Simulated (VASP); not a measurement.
# Si4C3 in VASP: single point with PBE

Aim: the single point of Si4C3 with PBE.

Program: VASP 6.6.1. These are calculated values, not measurements. Logs are shortened: lines on timing, memory, paths and dates and some standing lists are left out, and cuts for length are marked.

## 1. The cell of the first run

The cell holds a slab with vacuum, 7 atoms: a = 3.097 Å, b = 3.097 Å, c = 21.114 Å, α = 90.00°, β = 90.00°, γ = 120.00°.

## 2. Single point, PBE, collinear spin

Contents of INCAR:

```
SYSTEM = Si4C3
ALGO     = Normal         ! electronic algorithm
DIPOL    = 0.5 0.5 0.358
EDIFF    = 1E-6           ! SCF threshold, eV
ENCUT    = 520            ! plane-wave cutoff, eV
GGA      = PE             ! functional
IDIPOL   = 3            
ISIF     = 2              ! what is computed and relaxed
ISMEAR   = 0              ! smearing method
ISPIN    = 2              ! spin polarisation
LASPH    = .True.         ! aspherical terms in the spheres
LCHARG   = .False.        ! write CHGCAR
LDIPOL   = .True.       
LORBIT   = 11             ! projections on sites
LREAL    = .False.        ! projectors in reciprocal space
LWAVE    = .False.        ! write WAVECAR
MAGMOM   = 0 0 0 0 0 0 2  ! initial moments
NBANDS   = 27             ! bands
NELM     = 150            ! most SCF steps
PREC     = Accurate       ! precision mode
SIGMA    = 0.05           ! smearing width, eV
```

Contents of KPOINTS:

```
k-points
0
Gamma
  9 9 1
  0 0 0
```

Contents of POSCAR:

```
Si4C3
1.0
    3.0967389913      0.0000000000      0.0000000000
   -1.5483694956      2.6818546353      0.0000000000
    0.0000000000      0.0000000000     21.1135575009
C Si
3 4
Direct
    0.0000000000      0.0000000000      0.1894517302
    0.3333333333      0.6666666666      0.3092078063
    0.6666666667      0.3333333334      0.4307637748
    0.3333333333      0.6666666666      0.2193907492
    0.6666666667      0.3333333334      0.3368742035
    0.0000000000      0.0000000000      0.4553262756
    0.0000000000      0.5000000000      0.5646585125
```

Potentials or basis: VASP PAW PBE potentials, release 64 (C, Si).

Started as:

```
> cat potpaw_PBE.64/C/POTCAR potpaw_PBE.64/Si/POTCAR > POTCAR
> mpirun -np 1 vasp_std > vasp.out
```

OUTCAR:

```text
SYSTEM = Si4C3
   EDIFF = 1E-6
   ENCUT = 520
   GGA = PE
   ISIF = 2
   ISMEAR = 0
   ISPIN = 2
   LASPH = .True.
   LORBIT = 11
   LREAL = .False.
   NELM = 150
   PREC = Accurate

 ion  position               nearest neighbor table
   1  0.000  0.000  0.189-   4 1.90   4 1.90   4 1.90
   2  0.333  0.667  0.309-   5 1.88   5 1.88   5 1.88   4 1.90
   3  0.667  0.333  0.431-   6 1.86   6 1.86   6 1.86   5 1.98
   4  0.333  0.667  0.219-   1 1.90   1 1.90   1 1.90   2 1.90   5 3.06   5 3.06   5 3.06
   5  0.667  0.333  0.337-   2 1.88   2 1.88   2 1.88   3 1.98   4 3.06   4 3.06   4 3.06   6 3.07
                             6 3.07   6 3.07
   6  0.000  0.000  0.455-   3 1.86   3 1.86   3 1.86   7 2.78   7 2.78   5 3.07   5 3.07   5 3.07

   7  0.000  0.500  0.565-   6 2.78   6 2.78

  LATTYP: Found a hexagonal cell.
 ALAT       =     3.0967389913
 C/A-ratio  =     6.8179971125

  Lattice vectors:

 A1 = (   3.0967389913,   0.0000000000,   0.0000000000)
 A2 = (  -1.5483694956,   2.6818546353,   0.0000000000)
 A3 = (   0.0000000000,   0.0000000000,  21.1135575009)

Analysis of symmetry for initial positions (statically):
=====================================================================
 Subroutine PRICEL returns:
 Original cell was already a primitive cell.

 Routine SETGRP: Setting up the symmetry group for a
 hexagonal supercell.

 Subroutine GETGRP returns: Found  2 space group operations
 (whereof  2 operations were pure point group operations)
 out of a pool of 24 trial point group operations.

The static configuration has the point symmetry C_1h.

Analysis of symmetry for dynamics (positions and initial velocities):
=====================================================================
 Subroutine PRICEL returns:
 Original cell was already a primitive cell.

 Routine SETGRP: Setting up the symmetry group for a
 hexagonal supercell.

 Subroutine GETGRP returns: Found  2 space group operations
 (whereof  2 operations were pure point group operations)
 out of a pool of 24 trial point group operations.

The dynamic configuration has the point symmetry C_1h.

Analysis of structural, dynamic, and magnetic symmetry:
=====================================================================
 Subroutine PRICEL returns:
 Original cell was already a primitive cell.

 Routine SETGRP: Setting up the symmetry group for a
 hexagonal supercell.

 Subroutine GETGRP returns: Found  2 space group operations
 (whereof  2 operations were pure point group operations)
[... 161 lines left out ...]
  free energy    TOTEN  =       -46.04552733 eV

  energy without entropy =      -46.03694264  energy(sigma->0) =      -46.04123498

 E-fermi :   0.7848     XC(G=0):  -5.9541

 val. band max:        0.7830606272   @ k =   0.4444   0.1111   0.0000
 cond. band min:       0.8039322068   @ k =   0.0000   0.3333   0.0000
 fundamental gap:      0.0208715796
 Fermi energy:         0.7847695391

 spin component 1

 k-point     1 :       0.0000    0.0000    0.0000
  band No.  band energies     occupation
      1     -15.2508      1.00000
      2     -13.9633      1.00000
      3     -11.8386      1.00000
      4      -9.2022      1.00000
      5      -6.7337      1.00000
      6      -4.0346      1.00000
[... 685 lines left out ...]
     25       9.3344      0.00000
     26      10.1927      0.00000

 [... further k-points ...]

 spin component 2

 k-point     1 :       0.0000    0.0000    0.0000
  band No.  band energies     occupation
      1     -15.2507      1.00000
      2     -13.9633      1.00000
      3     -11.8386      1.00000
      4      -9.2021      1.00000
      5      -6.7337      1.00000
      6      -4.0345      1.00000
[... 685 lines left out ...]
     25       9.3337      0.00000
     26      10.1922      0.00000

 [... further k-points ...]

 [bands above 26 left out]

------------------------ aborting loop because EDIFF is reached ----------------------------------------

 vacuum level on the upper side and lower side of the slab       (xc-potential included)        -0.891         0.827

  FORCE on cell =-STRESS in cart. coord.  units (eV):
  Direction    XX          YY          ZZ          XY          YZ          ZX
  --------------------------------------------------------------------------------------
  -------------------------------------------------------------------------------------
  Total       -2.0504614     -2.5431577      0.3788613      0.4266875      0.1260677      0.2183559
  in kB      -18.7353117    -23.2371371      3.4617015      3.8986951      1.1518954      1.9951440
  external PRESSURE =     -12.8369158 kB  Pullay stress =       0.0000000 kB

 VOLUME and BASIS-vectors are now :
 -----------------------------------------------------------------------------
  energy-cutoff  :      520.00
  volume of cell :      175.35
      direct lattice vectors                 reciprocal lattice vectors
     3.096738991  0.000000000  0.000000000     0.322920337  0.186438144  0.000000000
    -1.548369496  2.681854635  0.000000000     0.000000000  0.372876287  0.000000000
     0.000000000  0.000000000 21.113557501     0.000000000  0.000000000  0.047362933

 POSITION                                       TOTAL-FORCE (eV/Angst)
 -----------------------------------------------------------------------------------
      0.00000      0.00000      4.00000         0.089633      0.051750      2.405485
      0.00000      1.78790      6.52848        -0.073700     -0.042551      0.609781
      1.54837      0.89395      9.09496        -0.230632     -0.133156     -1.719400
      0.00000      1.78790      4.63212        -0.009332     -0.005388     -3.201910
      1.54837      0.89395      7.11261        -0.036598     -0.021130      0.377233
      0.00000      0.00000      9.61356         0.158132      0.091297      1.577511
     -0.77418      1.34093     11.92195         0.102498      0.059177     -0.048700
 -----------------------------------------------------------------------------------
    total drift:                               -0.000011     -0.000006      0.000271

  FREE ENERGIE OF THE ION-ELECTRON SYSTEM (eV)
  ---------------------------------------------------
  free  energy   TOTEN  =       -46.0455273272 eV

  energy  without entropy=      -46.0369426399  energy(sigma->0) =      -46.04123498

 vacuum level on the upper side and lower side of the slab         5.682         7.496

 total charge

# of ion       s       p       d       tot
------------------------------------------
    1        0.874   1.509   0.000   2.383
    2        0.848   1.692   0.000   2.540
    3        0.852   1.674   0.000   2.525
    4        0.709   0.953   0.000   1.661
    5        0.714   0.944   0.000   1.658
    6        0.717   0.937   0.000   1.654
    7        0.905   0.584   0.000   1.489
--------------------------------------------------
tot          5.617   8.293   0.000  13.910

 magnetization (x)

# of ion       s       p       d       tot
------------------------------------------
    1       -0.000  -0.000   0.000  -0.000
    2        0.000   0.000   0.000   0.000
    3        0.000   0.000   0.000   0.000
    4       -0.000  -0.000   0.000  -0.000
    5       -0.000   0.000   0.000   0.000
    6       -0.000  -0.000   0.000  -0.000
    7        0.000   0.000   0.000   0.000
--------------------------------------------------
tot          0.000   0.000   0.000   0.000
```

Run time: 20 min. Hardware: 1 thread of AMD EPYC 7R13, shared host; peak memory 0.42 GiB.

What came out:

| Property | Result |
| --- | --- |
| Free energy | -46.0455 eV |
| Largest force | 3.202 eV/Å |
| Band gap on the k mesh | zero (filled and empty bands overlap) |
| Net moment | 0.00 μB per cell |
| Valence electrons inside the program's atomic spheres | C 2.38, 2.54, 2.52; Si 1.66, 1.65, 1.49 |

Forces in eV/Å, atoms in the order of the input:
```
C    0.090  0.052  2.405
C   -0.074 -0.043  0.610
C   -0.231 -0.133 -1.719
Si  -0.009 -0.005 -3.202
Si  -0.037 -0.021  0.377
Si   0.158  0.091  1.578
Si   0.102  0.059 -0.049
```
